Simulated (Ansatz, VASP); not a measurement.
# AlN: VASP beside Ansatz

INCAR

```
SYSTEM = AlN
PREC = Accurate
ENCUT = 520
EDIFF = 1E-6
ISMEAR = -1
SIGMA = 0.02
LREAL = .False.
LASPH = .True.
NELM = 80
ALGO = Normal
ISIF = 2
LWAVE = .False.
LCHARG = .True.
GGA = PS
LELF = .True.
LVHAR = .True.
NBANDS = 16
```

KPOINTS

```
Automatic mesh
0
Gamma
  11 11 6
  0 0 0
```

Contents of POSCAR:

```
AlN
1.0
    3.1421121731      0.0000000000      0.0000000000
   -1.5710560866      2.7211489634      0.0000000000
    0.0000000000      0.0000000000      4.9780000000
Al N
2 2
Direct
    0.3333333333      0.6666666667      0.0000000000
    0.6666666667      0.3333333333      0.5000000000
    0.3333333333      0.6666666667      0.3850000000
    0.6666666667      0.3333333333      0.8850000000
```

Input for Ansatz:

```yaml
crystal:
  lattice:
    - [3.1421121731, 0.0, 0.0]
    - [-1.5710560866, 2.7211489634, 0.0]
    - [0.0, 0.0, 4.978]
  atoms:
    - { symbol: Al, position: [0.3333333333, 0.6666666667, 0.0] }
    - { symbol: Al, position: [0.6666666667, 0.3333333333, 0.5] }
    - { symbol: "N", position: [0.3333333333, 0.6666666667, 0.385] }
    - { symbol: "N", position: [0.6666666667, 0.3333333333, 0.885] }
kpoints:
  mp_grid: { grid: [11, 11, 6] }
  band_path:
    path:
      - [0.0, 0.0, 0.0]
      - [0.5, 0.0, 0.0]
      - [0.3333333333, 0.3333333333, 0.0]
      - [0.0, 0.0, 0.0]
      - [0.0, 0.0, 0.5]
      - [0.5, 0.0, 0.5]
      - [0.3333333333, 0.3333333333, 0.5]
      - [0.0, 0.0, 0.5]
      - [0.5, 0.0, 0.5]
    npoints: 5
scf:
  occupations: { method: fermi_dirac, width: 0.02 }
hamiltonian:
  xc: pbesol
  pseudopotentials: { kind: all_electron, lapw: { basis_error: 0.001 } }
output:
  forces: true
  stress: true
  eigenvalues: true
```

Change from the starting cell: equal xx and yy strain of +1 %.

Alike in both runs: task single point; functional PBEsol; k mesh 11 × 11 × 6; occupations fermi-dirac, width 0.02 eV; no spin polarisation.

```csv
,VASP,Ansatz
version,VASP 6.6.1,Ansatz 0.2.0
potentials or method,"VASP PAW PBE potentials, release 64 (Al, N), cutoff 520 eV","all-electron LAPW, scalar-relativistic"
```

```csv
,VASP,Ansatz,Ansatz less VASP
gap on the k mesh at the Fermi level (eV),3.89,3.89,-0.005
pressure (GPa),-3.5,-3.6,-0.04
"traceless stress, the component that is largest in VASP (GPa)",1.44,1.43,-0.009
rms of the force components (eV/Å),0.041,0.041,+0.0007
```

VASP's potentials were made for PBE, not for PBEsol. Atom by atom the forces differ by 0.001 eV/Å (rms over components). Ansatz ran all-electron here, and VASP with PAW potentials.
